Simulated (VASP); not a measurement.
The system is Nb3Sn.

```
Nb Sn
1.0
     5.32456    0.00000    0.00000
     0.00000    5.32456    0.00000
     0.00000    0.00000    5.32456
Nb Sn
6 2
Direct
  0.25000 0.00000 0.50000
  0.75000 0.00000 0.50000
  0.00000 0.50000 0.25000
  0.00000 0.50000 0.75000
  0.50000 0.75000 0.00000
  0.50000 0.25000 0.00000
  0.00000 0.00000 0.00000
  0.50000 0.50000 0.50000
```

* Program: VASP 6.6.1
* Task: relaxation of cell and atoms
* Functional: PBE
* Dispersion: D3(BJ)
* Potentials or basis: VASP PAW PBE potentials, release 64 (Nb_sv, Sn_d)
* Cutoff: 600 eV
* k mesh: 8 × 8 × 8
* Occupations: gaussian, width 0.1 eV
* Spin: no spin polarisation

At the start: pressure -6.6 GPa; volume 18.87 Å³/atom.

Question: How do energy, volume and symmetry change on relaxing?

Answer: Over 3 steps the energy falls by 16.0 meV/atom and the volume is 18.13 Å³/atom (-3.9 %); space group Pm-3n (No. 223, to 0.05 Å).

The path:
```
step  energy change (eV)  largest force (eV/Å)  pressure (GPa)  volume (Å³)
   1              0.0000                0.0000           -6.59       150.96
   2              0.3280                0.0000           15.13       134.63
   3             -0.1284                0.0000           -0.17       145.06
```

Final structure:
```
CELL_PARAMETERS angstrom
5.25437 0.00000 0.00000
0.00000 5.25437 0.00000
0.00000 0.00000 5.25437
ATOMIC_POSITIONS crystal
Nb 0.25000 0.00000 0.50000
Nb 0.75000 0.00000 0.50000
Nb 0.00000 0.50000 0.25000
Nb 0.00000 0.50000 0.75000
Nb 0.50000 0.75000 0.00000
Nb 0.50000 0.25000 0.00000
Sn 0.00000 0.00000 0.00000
Sn 0.50000 0.50000 0.50000
```

Caveat: pairwise dispersion overbinds metals, which lowers pressure and volume.
